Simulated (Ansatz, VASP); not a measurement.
# Ga2Sb2CO in VASP and in Ansatz

File INCAR:

```
PREC = Accurate ; ENCUT = 520
EDIFF = 1E-6 ; ISMEAR = 0
SIGMA = 0.1 ; LREAL = False
LASPH = True ; NELM = 80
ALGO = Normal ; ISIF = 2
LWAVE = False ; LCHARG = False
LDIPOL = True ; IDIPOL = 3
DIPOL = 0.5 0.5 0.353 ; GGA = PE
IVDW = 12 ; NBANDS = 32
```

KPOINTS

```
Automatic mesh
0
Gamma
  6 6 1
```

The input POSCAR:

```
Ga2Sb2CO
1.0
    4.3343814621      0.0000000000      0.0000000000
   -2.1671907311      3.7536844559      0.0000000000
    0.0000000000      0.0000000000     23.3197422777
Sb Ga O C
2 2 1 1
Direct
    0.0000000000      0.0000000000      0.1715284823
    0.3333333333      0.6666666667      0.3301590654
    0.3333333333      0.6666666667      0.2094685204
    0.6666666667      0.3333333333      0.3632005095
    0.7777777778      0.7777777778      0.4961350833
    0.7777777778      0.7777777778      0.5454495220
```

Input for Ansatz:

```yaml
crystal:
  lattice:
    - [4.3343814621, 0.0, 0.0]
    - [-2.1671907311, 3.7536844559, 0.0]
    - [0.0, 0.0, 23.3197422777]
  atoms:
    - { symbol: Sb, position: [0.0, 0.0, 0.1715284823] }
    - { symbol: Ga, position: [0.3333333333, 0.6666666667, 0.2094685204] }
    - { symbol: Sb, position: [0.3333333333, 0.6666666667, 0.3301590654] }
    - { symbol: Ga, position: [0.6666666667, 0.3333333333, 0.3632005095] }
    - { symbol: O, position: [0.7777777778, 0.7777777778, 0.4961350833] }
    - { symbol: C, position: [0.7777777778, 0.7777777778, 0.545449522] }
basis:
  ecutwfc: 420
kpoints:
  mp_grid: { grid: [6, 6, 1] }
hamiltonian:
  xc: pbe
  pseudopotentials: { kind: paw, azcp: { folder: soft_1 } }
  dispersion: d3bj
scf:
  occupations: { method: gaussian, width: 0.1 }
output:
  forces: true
  eigenvalues: true
efield:
  axis: 3
  dipole_correction: true
  ramp_width: 0.04
```

Alike in both runs: task single point; functional PBE; dispersion D3(BJ); k mesh 6 × 6 × 1; occupations gaussian, width 0.1 eV; no spin polarisation.

```csv
,VASP,Ansatz
version,VASP 6.6.1,Ansatz 0.2.0
potentials or method,"VASP PAW PBE potentials, release 64 (Sb, Ga_d, O, C), cutoff 520 eV","scalar-relativistic, plane waves, PAW"
valence electrons in the cell,46,66
```

VASP gave:

```
gap on the k mesh at the Fermi level (eV) : 0.03
least direct gap on the mesh (eV)         : 0.15
rms of the force components (eV/Å)        : 0.225
```

What did Ansatz give for the same quantities?

gap on the k mesh at the Fermi level (eV): 0.03; least direct gap on the mesh (eV): 0.15; rms of the force components (eV/Å): 0.494.

One of these differences is far larger than is usual between the two programs; its cause wasn't traced. VASP's potentials hold 46 valence electrons a cell and Ansatz's 66, so a difference there can come from the potentials and not from the codes.

Neither program's run includes spin-orbit coupling. Noted on VASP's run: the standard files for N, O and F lose accuracy on very short bonds.
